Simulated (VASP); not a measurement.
# BeC (P1) in VASP: notebook, part 2 of 2

VASP 6.6.1. The steps go on from the part before.

## 4. Single point, LDA

Input file INCAR:

```
SYSTEM = BeC
  ALGO = Normal
  EDIFF = 1E-6
  ENCUT = 520
  GGA = CA
  ISIF = 2
  ISMEAR = -1
  LASPH = .True.
  LCHARG = .True.
  LELF = .True.
  LREAL = .False.
  LVHAR = .True.
  LWAVE = .False.
  NBANDS = 10
  NELM = 60
  PREC = Accurate
  SIGMA = 0.1
```

Input file KPOINTS:

```
k-points
0
Gamma
  15 15 15
  0 0 0
```

Input file POSCAR:

```
BeC
1.0
    1.1700339400      0.6755194100      3.8403490800
   -1.1700339400      0.6755194100      3.8403490800
    0.0000000000     -1.3510388300      3.8403490800
Be C
1 1
Direct
    0.0070840000     -0.0098960000      0.0043130000
    0.5179790000      0.5029620000      0.5021420000
```

Potentials or basis: VASP PAW LDA potentials, release 64 (Be, C).

Launch:

```bash
> cat potpaw_LDA.64/Be/POTCAR potpaw_LDA.64/C/POTCAR > POTCAR
> mpirun -np 1 vasp_std > vasp.out
```

OUTCAR:

```text
SYSTEM = BeC
   EDIFF = 1E-6
   ENCUT = 520
   GGA = CA
   ISIF = 2
   ISMEAR = -1
   LASPH = .True.
   LREAL = .False.
   NELM = 60
   PREC = Accurate

 ion  position               nearest neighbor table
   1  0.007  0.990  0.004-
   2  0.518  0.503  0.502-

  LATTYP: Found a trigonal (rhomboedric) cell.
 ALAT       =     4.0710670530
 COS(alpha) =     0.8347998616

  Lattice vectors:

 A1 = (   1.1700339400,   0.6755194100,   3.8403490800)
 A2 = (  -1.1700339400,   0.6755194100,   3.8403490800)
 A3 = (   0.0000000000,  -1.3510388300,   3.8403490800)

Analysis of symmetry for initial positions (statically):
=====================================================================
 Subroutine PRICEL returns:
 Original cell was already a primitive cell.

 Routine SETGRP: Setting up the symmetry group for a
 trigonal (rhombohedral) supercell.

 Subroutine GETGRP returns: Found  1 space group operations
 (whereof  1 operations were pure point group operations)
 out of a pool of 12 trial point group operations.

The static configuration has the point symmetry C_1 .

Analysis of symmetry for dynamics (positions and initial velocities):
=====================================================================
 Subroutine PRICEL returns:
 Original cell was already a primitive cell.

 Routine SETGRP: Setting up the symmetry group for a
 trigonal (rhombohedral) supercell.

 Subroutine GETGRP returns: Found  1 space group operations
 (whereof  1 operations were pure point group operations)
 out of a pool of 12 trial point group operations.

The dynamic configuration has the point symmetry C_1 .

 Subroutine INISYM returns: Found  1 space group operations
 (whereof  1 operations are pure point group operations),
 and found     1 'primitive' translations

----------------------------------------------------------------------------------------

                                     Primitive cell

  volume of cell :      18.2120

  direct lattice vectors                    reciprocal lattice vectors
     1.170033940  0.675519410  3.840349080     0.427338031  0.246723726  0.086797665
    -1.170033940  0.675519410  3.840349080    -0.427338031  0.246723726  0.086797665
     0.000000000 -1.351038830  3.840349080     0.000000000 -0.493447452  0.086797665

  length of vectors
     4.071067053  4.071067053  4.071067056     0.501023177  0.501023177  0.501023176

  position of ions in fractional coordinates (direct lattice)
     0.007084000  0.990104000  0.004313000
     0.517979000  0.502962000  0.502142000

  ion indices of the primitive-cell ions
   primitive index   ion index
                 1           1
                 2           2

----------------------------------------------------------------------------------------

 KPOINTS: k-points

Automatic generation of k-mesh.
 Grid dimensions read from file:
 generate k-points for:   15   15   15

 Generating k-lattice:

  Cartesian coordinates                     Fractional coordinates (reciprocal lattice)
     0.028489202  0.016448248  0.005786511     0.066666667 -0.000000000  0.000000000
    -0.028489202  0.016448248  0.005786511    -0.000000000  0.066666667  0.000000000
     0.000000000 -0.032896497  0.005786511     0.000000000  0.000000000  0.066666667

  Length of vectors
     0.033401545  0.033401545  0.033401545

  Shift w.r.t. Gamma in fractional coordinates (k-lattice)
     0.000000000  0.000000000  0.000000000

 Subroutine IBZKPT returns following result:
 ===========================================

 Found   1688 irreducible k-points:

 Following reciprocal coordinates:
            Coordinates               Weight
  0.000000  0.000000  0.000000      1.000000
  0.066667  0.000000  0.000000      2.000000
  0.000000  0.066667  0.000000      2.000000
  0.000000  0.000000  0.066667      2.000000
  0.133333 -0.000000  0.000000      2.000000
 -0.000000  0.133333  0.000000      2.000000
[... 16 lines left out ...]
  0.066667  0.066667  0.000000      2.000000
 -0.066667  0.000000 -0.066667      2.000000
 [... further k-points ...]
   k-points           NKPTS =   1688   k-points in BZ     NKDIM =   1688   number of bands    NBANDS=     10
   number of dos      NEDOS =    301   number of ions     NIONS =      2
   total plane-waves  NPLWV =  27000
   dimension x,y,z NGX =    30 NGY =   30 NGZ =   30
   dimension x,y,z NGXF=    60 NGYF=   60 NGZF=   60
   ions per type =               1   1
   NGX,Y,Z   is equivalent  to a cutoff of  12.25, 12.25, 12.25 a.u.
   NGXF,Y,Z  is equivalent  to a cutoff of  24.50, 24.50, 24.50 a.u.
 SYSTEM =  BeC
   PREC   = accura    normal or accurate (medium, high low for compatibility)
   ISTART =      0    job   : 0-new  1-cont  2-samecut
   ICHARG =      2    charge: 1-file 2-atom 10-const
   ISPIN  =      1    spin polarized calculation?
   LNONCOLLINEAR =      F non collinear calculations
   LSORBIT =      F    spin-orbit coupling
   LASPH  =      T    aspherical Exc in radial PAW
   ENCUT  =  520.0 eV  38.22 Ry    6.18 a.u.   7.57  7.57  7.57*2*pi/ulx,y,z
   NELM   =     60;   NELMIN=  2; NELMDL= -5     # of ELM steps
   EDIFF  = 0.1E-05   stopping-criterion for ELM
   LREAL  =      F    real-space projection
   EDIFFG = 0.1E-04   stopping-criterion for IOM
   NSW    =      0    number of steps for IOM
   IBRION =     -1    ionic relax: 0-MD 1-quasi-New 2-CG
   NFREE  =      0    steps in history (QN), initial steepest desc. (CG)
   ISIF   =      2    stress and relaxation
   ISYM   =      2    0-nonsym 1-usesym 2-fastsym
   POTIM  = 0.5000    time-step for ionic-motion
   TEBEG  =    0.0;   TEEND  =   0.0 temperature during run
   PSTRESS=    0.0 pullay stress
   NELECT =       6.0000    total number of electrons
   NUPDOWN=      -1.0000    fix difference up-down
   EMIN   =  10.00;   EMAX   =-10.00  energy-range for DOS
   EFERMI =   0.00;   METHOD = LEGACY
   ISMEAR =    -1;   SIGMA  =   0.10  broadening in eV -4-tet -1-fermi 0-gaus
   EFERMI_NEDOS =   21; number of points for ismear=-14 and -15
   IALGO  =     38    algorithm
   IMIX   =      4    mixing-type and parameters
     AMIX     =   0.40;   BMIX     =  1.00
     AMIX_MAG =   1.60;   BMIX_MAG =  1.00
  volume/ion in A,a.u.               =       9.11        61.45
  Fermi-wavevector in a.u.,A,eV,Ry     =   1.130679  2.136673 17.394151  1.278434
  Thomas-Fermi vector in A             =   2.267376
   LORBIT       =      0    0 simple, 1 ext, 2 COOP (PROOUT), +10 PAW based schemes
   GGA     = CA    functional components
   LHFCALC =     F    Hartree Fock is set to
   AEXX    =    0.0000 exact exchange contribution
   IVDW    =     0    specifies the selected vdW correction
   LEPSILON=     F    determine dielectric tensor
   LRPA    =     F    only Hartree local field effects (RPA)
 non-spin polarized calculation
  energy-cutoff  :      520.00
  volume of cell :       18.21
 maximum number of plane-waves:       515
   NGX = 15   NGY = 15   NGZ = 15

 number of electron       6.0000000 magnetization

 Free energy of the ion-electron system (eV)
  ---------------------------------------------------
  ext. energy  EPLUGINS =         0.00000000
  ---------------------------------------------------
  free energy    TOTEN  =       -10.06506813 eV

  energy without entropy =      -10.04506136  energy(sigma->0) =      -10.05506474

 E-fermi :   5.3698     XC(G=0): -10.9293

 val. band max:        5.3689350159   @ k =   0.3333   0.1333   0.1333
 cond. band min:       5.3702251869   @ k =  -0.0667  -0.1333   0.3333
 fundamental gap:      0.0012901710
 Fermi energy:         5.3698321909

 k-point     1 :       0.0000    0.0000    0.0000
  band No.  band energies     occupation
      1      -9.0829      2.00000
      2      -0.3458      2.00000
      3       2.2729      2.00000
      4      11.1798      0.00000
      5      11.1825      0.00000
      6      16.6865      0.00000
      7      21.5636      0.00000
      8      21.5684      0.00000
      9      27.5908      0.00000
     10      30.2130      0.00000
[... 287 lines left out ...]
 k-point    24 :      -0.0667    0.0000   -0.0667
  band No.  band energies     occupation
      1      -8.9429      2.00000
      2      -0.3552      2.00000
      3       2.5450      2.00000
      4      10.7866      0.00000
      5      11.0410      0.00000
      6      16.5441      0.00000
      7      20.9096      0.00000
      8      21.2188      0.00000
      9      27.6621      0.00000
     10      28.2840      0.00000

 [... further k-points ...]

------------------------ aborting loop because EDIFF is reached ----------------------------------------

  FORCE on cell =-STRESS in cart. coord.  units (eV):
  Direction    XX          YY          ZZ          XY          YZ          ZX
  --------------------------------------------------------------------------------------
  -------------------------------------------------------------------------------------
  Total       -2.0777623     -2.0929530     -6.5049877     -0.0010037      0.0016912     -0.0002595
  in kB     -182.7882130   -184.1245972   -572.2671431     -0.0882981      0.1487823     -0.0228250
  external PRESSURE =    -313.0599845 kB  Pullay stress =       0.0000000 kB

 VOLUME and BASIS-vectors are now :
 -----------------------------------------------------------------------------
  energy-cutoff  :      520.00
  volume of cell :       18.21
      direct lattice vectors                 reciprocal lattice vectors
     1.170033940  0.675519410  3.840349080     0.427338031  0.246723726  0.086797665
    -1.170033940  0.675519410  3.840349080    -0.427338031  0.246723726  0.086797665
     0.000000000 -1.351038830  3.840349080     0.000000000 -0.493447452  0.086797665

 POSITION                                       TOTAL-FORCE (eV/Angst)
 -----------------------------------------------------------------------------------
     -1.15017      0.66779      3.84611         0.000858     -0.006861     -0.285808
      0.01757      0.01125      5.84917        -0.000858      0.006861      0.285808
 -----------------------------------------------------------------------------------
    total drift:                               -0.000000     -0.000001     -0.000286

  FREE ENERGIE OF THE ION-ELECTRON SYSTEM (eV)
  ---------------------------------------------------
  free  energy   TOTEN  =       -10.0650681310 eV

  energy  without entropy=      -10.0450613559  energy(sigma->0) =      -10.05506474
```

It took 11 min on 1 thread of Intel Xeon 8259CL, shared host; peak memory 0.42 GiB.

What came out:

```yaml
Free_energy: -10.0651 eV
Pressure: -31.3 GPa
Largest_force: 0.286 eV/Å
Band_gap_on_the_k_mesh: zero (bands 3 and 4 overlap by 5.92 eV)
```

Forces on the atoms (eV/Å):
```
Be   0.001 -0.007 -0.286
C   -0.001  0.007  0.286
```

Stress tensor (GPa, compression positive):
```
-18.28  -0.01   0.00
 -0.01 -18.41   0.01
  0.00   0.01 -57.23
```

Levels at points of the mesh, in eV from the Fermi level:
```tsv
k point	band 1	band 2	band 3	band 4	band 5	band 6	band 7
(0.00, 0.00, 0.00)	-14.45	-5.72	-3.10	5.81	5.81	11.32	16.19
```

Caveat: the stress differs along the axes, from -57 to -18 GPa.

## 5. Single point, LDA

Input file INCAR:

```
PREC     = Accurate       # precision mode
ENCUT    = 520            # plane-wave cutoff, eV
EDIFF    = 1E-7           # SCF threshold, eV
ISMEAR   = -1             # smearing method
SIGMA    = 0.1            # smearing width, eV
LREAL    = False          # projectors in reciprocal space
LASPH    = True           # aspherical terms in the spheres
NELM     = 60             # most SCF steps
ALGO     = Normal         # electronic algorithm
ISIF     = 2              # what is computed and relaxed
LWAVE    = False          # write WAVECAR
LCHARG   = True           # write CHGCAR
LELF     = True           # ELF
LVHAR    = True         
NBANDS   = 10             # bands
```

Input file KPOINTS:

```
Automatic mesh
0
Gamma
  18 18 18
```

POSCAR is that of step 4.

Launch:

```bash
> cat potpaw_LDA.64/Be/POTCAR potpaw_LDA.64/C/POTCAR > POTCAR
> mpirun -np 1 vasp_std > vasp.out
```

Wall time 22 min (1 thread of Intel Xeon 8259CL, shared host); peak memory 0.63 GiB.

The run converged. Its results:

```yaml
Free_energy: -10.0765 eV
Pressure: -31.6 GPa
Largest_force: 0.287 eV/Å
Band_gap_on_the_k_mesh: zero (bands 3 and 4 overlap by 5.88 eV)
```

Forces on the atoms (eV/Å):
```
Be   0.001 -0.006 -0.287
C   -0.001  0.006  0.287
```

Stress tensor (GPa, compression positive):
```
-18.88  -0.01   0.00
 -0.01 -18.99   0.03
  0.00   0.03 -56.84
```

Levels at points of the mesh, in eV from the Fermi level:
| k point | band 1 | band 2 | band 3 | band 4 | band 5 | band 6 | band 7 | band 8 |
| --- | --- | --- | --- | --- | --- | --- | --- | --- |
| (0.00, 0.00, 0.00) | -14.45 | -5.71 | -3.09 | 5.81 | 5.81 | 11.32 | 16.20 | 16.21 |
| (0.50, 0.00, 0.00) | -8.18 | -5.79 | -0.79 | -0.19 | 3.41 | 6.20 | 7.14 | 11.12 |
| (0.00, 0.50, 0.00) | -8.18 | -5.79 | -0.78 | -0.20 | 3.41 | 6.19 | 7.15 | 11.12 |
| (0.00, 0.00, 0.50) | -8.18 | -5.79 | -0.85 | -0.12 | 3.41 | 6.26 | 7.05 | 11.12 |
| (0.50, 0.50, 0.00) | -7.57 | -6.00 | -3.58 | 2.88 | 3.17 | 4.54 | 11.05 | 12.23 |
| (0.50, 0.00, 0.50) | -7.56 | -6.00 | -3.57 | 2.86 | 3.17 | 4.54 | 11.10 | 12.22 |
| (0.00, 0.50, 0.50) | -7.56 | -6.00 | -3.58 | 2.87 | 3.17 | 4.54 | 11.10 | 12.22 |
| (0.50, 0.50, 0.50) | -13.90 | -8.99 | 3.85 | 5.81 | 5.81 | 6.15 | 15.81 | 15.81 |

Caveat: the stress differs along the axes, from -57 to -19 GPa.

## 6. The runs side by side

```tsv
k mesh	gap on the mesh (eV)	pressure (GPa)	largest force (eV/Å)
9 × 9 × 9	none	-32.1	0.31
12 × 12 × 12	none	-31.4	0.28
15 × 15 × 15	none	-31.3	0.29
18 × 18 × 18	none	-31.6	0.29
```

Alike in all rows: task single point; level LDA; potentials or basis VASP PAW LDA potentials, release 64 (Be, C); no spin polarisation; cell as given; cutoff (eV) 520; smearing fermi-dirac 0.1 eV.

Caveats: the stress differs along the axes, from -57 to -19 GPa (at least some runs); the stress differs along the axes, from -58 to -19 GPa (at least some runs); the stress differs along the axes, from -57 to -18 GPa (at least some runs).

Absolute energies hang on the potentials; compare differences alone.
